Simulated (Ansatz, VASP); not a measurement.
# One calculation of CaO, two programs

```
Ca O
1.0
     0.00000    2.40747    2.40747
     2.40747    0.00000    2.40747
     2.40747    2.40747    0.00000
Ca O
1 1
Cartesian
  2.4075 2.4075 2.4075
  0.0000 0.0000 0.0000
```

Alike in both runs: task single point; functional PBE; dispersion D3(BJ); k mesh 8 × 8 × 8; occupations gaussian, width 0.05 eV; no spin polarisation.

|  | VASP | Ansatz |
| --- | --- | --- |
| version | VASP 6.6.1 | Ansatz 0.2.0 |
| potentials or method | VASP PAW PBE potentials, release 64 (Ca_sv, O), cutoff 520 eV | scalar-relativistic, plane waves, PAW |
| valence electrons in the cell | 16 | 16 |

Ansatz gave:

```
gap on the k mesh at the Fermi level (eV) : 3.66
least direct gap on the mesh (eV)         : 4.03
pressure (GPa)                            : -2.1
```

Task: What did VASP give for the same quantities?

Result: gap on the k mesh at the Fermi level (eV): 3.64; least direct gap on the mesh (eV): 4.01; pressure (GPa): -1.5.
